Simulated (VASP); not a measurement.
Runs of VASP 6.6.1 on SnO. The structure is that of space group P4/nmm (No. 129), or close to it. The cells are those of the table. 

```csv
cell,smearing,gap on the mesh (eV),largest force (eV/Å)
"a = 3.744, b = 3.744, c = 30.634 Å, 4 atoms",gaussian 0.02 eV,3.15,0.10
"a = 3.897, b = 3.897, c = 30.634 Å, 4 atoms",gaussian 0.02 eV,2.81,0.09
"a = 3.973, b = 3.973, c = 30.634 Å, 4 atoms",gaussian 0.02 eV,(b),0.07
"a = 4.088, b = 4.088, c = 30.634 Å, 4 atoms",gaussian 0.02 eV,2.14,0.06
"a = 3.836, b = 3.836, c = 30.634 Å, 4 atoms",gaussian 0.1 eV,(c),0.42
"a = 3.821, b = 3.821, c = 30.634 Å, 4 atoms",gaussian 0.02 eV,3.09,0.09
"a = 3.668, b = 3.668, c = 30.634 Å, 4 atoms",gaussian 0.02 eV,(a),0.10
```

Alike in all rows: task single point; level PBE+D3(BJ); potentials or basis VASP PAW PBE potentials, release 64 (Sn_d, O); no spin polarisation; k mesh 6 × 6 × 1; cutoff (eV) 520.

**Question.** Estimate the missing entries.

**Answer.** (a) 3.14; (b) 2.50; (c) 2.97.

Caveats: spin-orbit coupling is left out, which moves the levels of the heavy elements.

A k mesh can miss the band edges, and the runs leave out spin-orbit coupling on Sn.
